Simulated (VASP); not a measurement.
# Li (Im-3m) in VASP: molecular dynamics with PBE+D3(BJ)

Aim: the molecular dynamics of Li with PBE+D3(BJ).

All numbers are computed with VASP 6.6.1; they aren't measurements. Logs are shortened: lines on timing, memory, paths and dates and some standing lists are left out, and cuts for length are marked.

## Step 1: The cell of the first run

Symmetry: Im-3m, No. 229, cubic system. The conventional cell has a = 3.547 Å, b = 3.547 Å, c = 3.547 Å, α = 90.00°, β = 90.00°, γ = 90.00°. Within 4.0 Å of Li (site symmetry m-3m) lie 14 Li at 3.07 to 3.55 Å.

## Step 2: Molecular dynamics, PBE+D3(BJ)

Input file INCAR:

```
PREC     = Accurate       # precision mode
ENCUT    = 520            # plane-wave cutoff, eV
EDIFF    = 1E-5           # SCF threshold, eV
ISMEAR   = -1             # smearing method
SIGMA    = 0.1            # smearing width, eV
LREAL    = Auto         
LASPH    = True           # aspherical terms in the spheres
NELM     = 100            # most SCF steps
ALGO     = Fast           # electronic algorithm
ISIF     = 2              # what is computed and relaxed
LWAVE    = False          # write WAVECAR
LCHARG   = False          # write CHGCAR
GGA      = PE             # functional
IVDW     = 12             # dispersion correction
IBRION   = 0              # ionic algorithm
NSW      = 40             # ionic steps
POTIM    = 1.0            # step
TEBEG    = 900.0        
TEEND    = 900.0        
ISYM     = 0            
NELMIN   = 4            
RANDOM_SEED= 993940 0 0   
MDALGO   = 3            
LANGEVIN_GAMMA= 20
```

Input file KPOINTS:

```
Automatic mesh
0
Gamma
  3 3 3
```

Input file POSCAR:

```
Li
1.0
    7.0944470000      0.0000000000      0.0000000000
    0.0000000000      7.0944470000      0.0000000000
    0.0000000000      0.0000000000      7.0944470000
Li
16
Direct
    0.0000000000      0.0000000000      0.0000000000
    0.5000000000      0.0000000000      0.0000000000
    0.0000000000      0.5000000000      0.0000000000
    0.0000000000      0.0000000000      0.5000000000
    0.2500000000      0.2500000000      0.2500000000
    0.5000000000      0.5000000000      0.0000000000
    0.5000000000      0.0000000000      0.5000000000
    0.7500000000      0.2500000000      0.2500000000
    0.0000000000      0.5000000000      0.5000000000
    0.2500000000      0.7500000000      0.2500000000
    0.2500000000      0.2500000000      0.7500000000
    0.5000000000      0.5000000000      0.5000000000
    0.7500000000      0.7500000000      0.2500000000
    0.7500000000      0.2500000000      0.7500000000
    0.2500000000      0.7500000000      0.7500000000
    0.7500000000      0.7500000000      0.7500000000
```

Potentials or basis: VASP PAW PBE potentials, release 64 (Li_sv).

Run with:

```bash
$ cat potpaw_PBE.64/Li_sv/POTCAR > POTCAR
$ mpirun -np 1 vasp_std > vasp.out
```

OUTCAR:

```text
PREC = Accurate
   ENCUT = 520
   EDIFF = 1E-5
   ISMEAR = -1
   LREAL = Auto
   LASPH = True
   NELM = 100
   ISIF = 2
   GGA = PE
   IVDW = 12
   IBRION = 0
   NSW = 40
   POTIM = 1.0
   TEBEG = 900.0
   ISYM = 0
   NELMIN = 4
 IVDW          = 12

 ion  position               nearest neighbor table
   1  0.000  0.000  0.000-
   2  0.500  0.000  0.000-
   3  0.000  0.500  0.000-
   4  0.000  0.000  0.500-
   5  0.250  0.250  0.250-
   6  0.500  0.500  0.000-
[... 8 lines left out ...]
  15  0.250  0.750  0.750-
  16  0.750  0.750  0.750-

IMPORTANT INFORMATION: All symmetrisations will be switched off!
NOSYMM: (Re-)initialisation of all symmetry stuff for point group C_1.

----------------------------------------------------------------------------------------

                                     Primitive cell

  volume of cell :     357.0719

  direct lattice vectors                    reciprocal lattice vectors
     7.094447000  0.000000000  0.000000000     0.140955313  0.000000000  0.000000000
     0.000000000  7.094447000  0.000000000     0.000000000  0.140955313  0.000000000
     0.000000000  0.000000000  7.094447000     0.000000000  0.000000000  0.140955313

  length of vectors
     7.094447000  7.094447000  7.094447000     0.140955313  0.140955313  0.140955313

  position of ions in fractional coordinates (direct lattice)
     0.000000000  0.000000000  0.000000000
     0.500000000  0.000000000  0.000000000
     0.000000000  0.500000000  0.000000000
     0.000000000  0.000000000  0.500000000
     0.250000000  0.250000000  0.250000000
     0.500000000  0.500000000  0.000000000
[... 8 lines left out ...]
     0.250000000  0.750000000  0.750000000
     0.750000000  0.750000000  0.750000000

  ion indices of the primitive-cell ions
   primitive index   ion index
                 1           1
                 2           2
                 3           3
                 4           4
                 5           5
                 6           6
[... 8 lines left out ...]
                15          15
                16          16

----------------------------------------------------------------------------------------

 KPOINTS: Automatic mesh

Automatic generation of k-mesh.
 Grid dimensions read from file:
 generate k-points for:    3    3    3

 Generating k-lattice:

  Cartesian coordinates                     Fractional coordinates (reciprocal lattice)
     0.046985104  0.000000000  0.000000000     0.333333333  0.000000000  0.000000000
     0.000000000  0.046985104  0.000000000     0.000000000  0.333333333  0.000000000
     0.000000000  0.000000000  0.046985104     0.000000000  0.000000000  0.333333333

  Length of vectors
     0.046985104  0.046985104  0.046985104

  Shift w.r.t. Gamma in fractional coordinates (k-lattice)
     0.000000000  0.000000000  0.000000000

 Subroutine IBZKPT returns following result:
 ===========================================

 Found     14 irreducible k-points:

 Following reciprocal coordinates:
            Coordinates               Weight
  0.000000  0.000000  0.000000      1.000000
  0.333333  0.000000  0.000000      2.000000
  0.000000  0.333333  0.000000      2.000000
  0.000000  0.000000  0.333333      2.000000
  0.333333  0.333333  0.000000      2.000000
  0.000000  0.333333  0.333333      2.000000
  0.333333  0.000000  0.333333      2.000000
 -0.333333  0.333333  0.000000      2.000000
 -0.333333  0.000000  0.333333      2.000000
  0.000000 -0.333333  0.333333      2.000000
  0.333333  0.333333  0.333333      2.000000
 -0.333333  0.333333  0.333333      2.000000
 -0.333333 -0.333333  0.333333      2.000000
  0.333333 -0.333333  0.333333      2.000000
   k-points           NKPTS =     14   k-points in BZ     NKDIM =     14   number of bands    NBANDS=     33
   number of dos      NEDOS =    301   number of ions     NIONS =     16
   total plane-waves  NPLWV = 157464
   dimension x,y,z NGX =    54 NGY =   54 NGZ =   54
   dimension x,y,z NGXF=   108 NGYF=  108 NGZF=  108
   ions per type =              16
   NGX,Y,Z   is equivalent  to a cutoff of  12.65, 12.65, 12.65 a.u.
   NGXF,Y,Z  is equivalent  to a cutoff of  25.31, 25.31, 25.31 a.u.
 SYSTEM =  unknown system
   PREC   = accura    normal or accurate (medium, high low for compatibility)
   ISTART =      0    job   : 0-new  1-cont  2-samecut
   ICHARG =      2    charge: 1-file 2-atom 10-const
   ISPIN  =      1    spin polarized calculation?
   LNONCOLLINEAR =      F non collinear calculations
   LSORBIT =      F    spin-orbit coupling
   LASPH  =      T    aspherical Exc in radial PAW
   ENCUT  =  520.0 eV  38.22 Ry    6.18 a.u.  13.19 13.19 13.19*2*pi/ulx,y,z
   NELM   =    100;   NELMIN=  4; NELMDL= -5     # of ELM steps
   EDIFF  = 0.1E-04   stopping-criterion for ELM
   LREAL  =      T    real-space projection
   EDIFFG = 0.1E-03   stopping-criterion for IOM
   NSW    =     40    number of steps for IOM
   IBRION =      0    ionic relax: 0-MD 1-quasi-New 2-CG
   NFREE  =      0    steps in history (QN), initial steepest desc. (CG)
   ISIF   =      2    stress and relaxation
   ISYM   =      0    0-nonsym 1-usesym 2-fastsym
   POTIM  = 1.0000    time-step for ionic-motion
   TEBEG  =  900.0;   TEEND  = 900.0 temperature during run
   PSTRESS=    0.0 pullay stress
   NELECT =      48.0000    total number of electrons
   NUPDOWN=      -1.0000    fix difference up-down
   EMIN   =  10.00;   EMAX   =-10.00  energy-range for DOS
   EFERMI =   0.00;   METHOD = LEGACY
   ISMEAR =    -1;   SIGMA  =   0.10  broadening in eV -4-tet -1-fermi 0-gaus
   EFERMI_NEDOS =   21; number of points for ismear=-14 and -15
   IALGO  =     68    algorithm
   IMIX   =      4    mixing-type and parameters
     AMIX     =   0.40;   BMIX     =  1.00
     AMIX_MAG =   1.60;   BMIX_MAG =  1.00
  volume/ion in A,a.u.               =      22.32       150.60
  Fermi-wavevector in a.u.,A,eV,Ry     =   0.838629  1.584780  9.568965  0.703299
  Thomas-Fermi vector in A             =   1.952715
   LORBIT       =      0    0 simple, 1 ext, 2 COOP (PROOUT), +10 PAW based schemes
   GGA     = PE    functional components
   LHFCALC =     F    Hartree Fock is set to
   AEXX    =    0.0000 exact exchange contribution
   IVDW    =    12    specifies the selected vdW correction
   LEPSILON=     F    determine dielectric tensor
   LRPA    =     F    only Hartree local field effects (RPA)
 molecular dynamics for ions
 non-spin polarized calculation
 RMM-DIIS sequential band-by-band and
  energy-cutoff  :      520.00
  volume of cell :      357.07
 maximum number of plane-waves:      9771
 NGX is ok and might be reduce to    54
   NGX = 27   NGY = 27   NGZ = 27

--------------------------------------- Ionic step        1  -------------------------------------------

 number of electron      47.9999845 magnetization

 Free energy of the ion-electron system (eV)
  ---------------------------------------------------
  ext. energy  EPLUGINS =         0.00000000
  ---------------------------------------------------
  free energy    TOTEN  =       -30.54380150 eV

  energy without entropy =      -30.23518683  energy(sigma->0) =      -30.38949417

------------------------ aborting loop because EDIFF is reached ----------------------------------------

 Edisp (eV)   -2.46214

 E8    (eV) :    -1.0291

  FORCE on cell =-STRESS in cart. coord.  units (eV):
  Direction    XX          YY          ZZ          XY          YZ          ZX
  --------------------------------------------------------------------------------------
  -------------------------------------------------------------------------------------
  Total      -5.02376    -5.02343    -5.02377    -0.00001    -0.00008    -0.00004
  in kB     -22.54157   -22.54009   -22.54161    -0.00003    -0.00034    -0.00020
  external pressure =      -22.54 kB  Pullay stress =        0.00 kB

 VOLUME and BASIS-vectors are now :
 -----------------------------------------------------------------------------
  energy-cutoff  :      520.00
  volume of cell :      357.07
      direct lattice vectors                 reciprocal lattice vectors
     7.094447000  0.000000000  0.000000000     0.140955313  0.000000000  0.000000000
     0.000000000  7.094447000  0.000000000     0.000000000  0.140955313  0.000000000
     0.000000000  0.000000000  7.094447000     0.000000000  0.000000000  0.140955313
[... 154 lines left out ...]
  energy  without entropy=      -32.6853268873  energy(sigma->0) =      -32.83952614

  ENERGY OF THE ELECTRON-ION-THERMOSTAT SYSTEM (eV)
  ---------------------------------------------------
% ion-electron   TOTEN  =       -32.993725  see above
  kinetic energy EKIN   =         1.708094
  kin. lattice  EKIN_LAT=         0.000000  (temperature  825.90 K)
  nose potential ES     =         0.000000
  nose kinetic   EPS    =         0.000000
  ---------------------------------------------------
  total energy   ETOTAL =       -31.285632 eV

[... ionic steps 4 to 37 ...]

--------------------------------------- Ionic step       38  -------------------------------------------

 number of electron      48.0000015 magnetization

------------------------ aborting loop because EDIFF is reached ----------------------------------------

 Edisp (eV)   -2.45864

 E8    (eV) :    -1.0275

  FORCE on cell =-STRESS in cart. coord.  units (eV):
  Direction    XX          YY          ZZ          XY          YZ          ZX
  --------------------------------------------------------------------------------------
  -------------------------------------------------------------------------------------
  Total      -3.42607    -4.02784    -3.32901    -0.55468    -0.38665     0.08430
  in kB     -15.37273   -18.07289   -14.93724    -2.48884    -1.73488     0.37823
  external pressure =      -16.13 kB  Pullay stress =        0.00 kB
[... 101 lines left out ...]
  ENERGY OF THE ELECTRON-ION-THERMOSTAT SYSTEM (eV)
  ---------------------------------------------------
% ion-electron   TOTEN  =       -31.954400  see above
  kinetic energy EKIN   =         1.122584
  kin. lattice  EKIN_LAT=         0.000000  (temperature  542.79 K)
  nose potential ES     =         0.000000
  nose kinetic   EPS    =         0.000000
  ---------------------------------------------------
  total energy   ETOTAL =       -30.831816 eV

--------------------------------------- Ionic step       40  -------------------------------------------

 number of electron      47.9999977 magnetization

 Free energy of the ion-electron system (eV)
  ---------------------------------------------------
  ext. energy  EPLUGINS =         0.00000000
  ---------------------------------------------------
  free energy    TOTEN  =       -29.48244739 eV

  energy without entropy =      -29.19674957  energy(sigma->0) =      -29.33959848

 E-fermi :   0.3120     XC(G=0):  -6.7880

 val. band max:        0.3118681207   @ k =   0.3333   0.0000   0.3333
 cond. band min:       0.3279721728   @ k =   0.0000   0.3333   0.3333
 fundamental gap:      0.0161040521
 Fermi energy:         0.3120001545

 k-point     1 :       0.0000    0.0000    0.0000
  band No.  band energies     occupation
      1     -46.5673      2.00000
      2     -46.5470      2.00000
      3     -46.4783      2.00000
      4     -46.4378      2.00000
      5     -46.4253      2.00000
      6     -46.4130      2.00000
[... 540 lines left out ...]
  FREE ENERGIE OF THE ION-ELECTRON SYSTEM (eV)
  ---------------------------------------------------
  free  energy   TOTEN  =       -31.9411594867 eV

  energy  without entropy=      -31.6554616727  energy(sigma->0) =      -31.79831058

  ENERGY OF THE ELECTRON-ION-THERMOSTAT SYSTEM (eV)
  ---------------------------------------------------
% ion-electron   TOTEN  =       -31.941159  see above
  kinetic energy EKIN   =         1.134264
  kin. lattice  EKIN_LAT=         0.000000  (temperature  548.44 K)
  nose potential ES     =         0.000000
  nose kinetic   EPS    =         0.000000
  ---------------------------------------------------
  total energy   ETOTAL =       -30.806896 eV
```

Run time: 62 min. Hardware: 1 thread of Intel Xeon Platinum 8559C (Emerald Rapids), shared host; peak memory 0.59 GiB.

Results:

* Dispersion energy per atom: -0.154 eV

Caveat: the cutoff is under 1.25 times the usual one of these potentials, so pressure, stress and relaxed cells hold a basis-set (Pulay) error.
